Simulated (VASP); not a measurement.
Crystal: TcRu.

```
Tc Ru
1.0
     2.72486    0.00000    0.00000
    -1.36243    2.35980    0.00000
     0.00000    0.00000    4.31289
Tc Ru
1 1
Direct
  0.00000 0.00000 0.00000
  0.33333 0.66667 0.50000
```

```yaml
Program: VASP 6.6.1
Task: relaxation of cell and atoms
Functional: PBEsol
Potentials_or_basis: VASP PAW PBE potentials, release 64 (Tc_pv, Ru_pv)
Cutoff: 600 eV
k_mesh: 9 × 9 × 5
Occupations: gaussian, width 0.1 eV
Spin: no spin polarisation
```

At the start: pressure -5.3 GPa; volume 13.87 Å³/atom.

Task: How do energy, volume and symmetry change on relaxing?

Result: Over 6 steps the energy falls by 4.0 meV/atom and the volume is 13.64 Å³/atom (-1.6 %); space group P-6m2 (No. 187, to 0.1 Å) before and after.

Step by step:
| step | energy change (eV) | largest force (eV/Å) | pressure (GPa) | volume (Å³) |
| --- | --- | --- | --- | --- |
| 1 | 0.0000 | 0.0000 | -5.26 | 27.73 |
| 2 | 0.0692 | 0.0000 | 19.32 | 25.95 |
| 3 | -0.0077 | 0.0000 | -0.01 | 27.29 |
| 4 | -0.0077 | 0.0000 | 0.10 | 27.28 |
| 5 | -0.0080 | 0.0000 | -0.04 | 27.29 |
| 6 | -0.0080 | 0.0000 | 0.00 | 27.29 |

Final structure:
```yaml
crystal:
  lattice:
    - [2.70517, 0.00000, 0.00000]
    - [-1.35259, 2.34275, 0.00000]
    - [0.00000, 0.00000, 4.30559]
  atoms:
    - { symbol: Tc, position: [0.00000, 0.00000, 0.00000] }
    - { symbol: Ru, position: [0.33333, 0.66667, 0.50000] }
```

Caveat: the PAW data sets were made with another functional, which shifts forces and pressure a little.
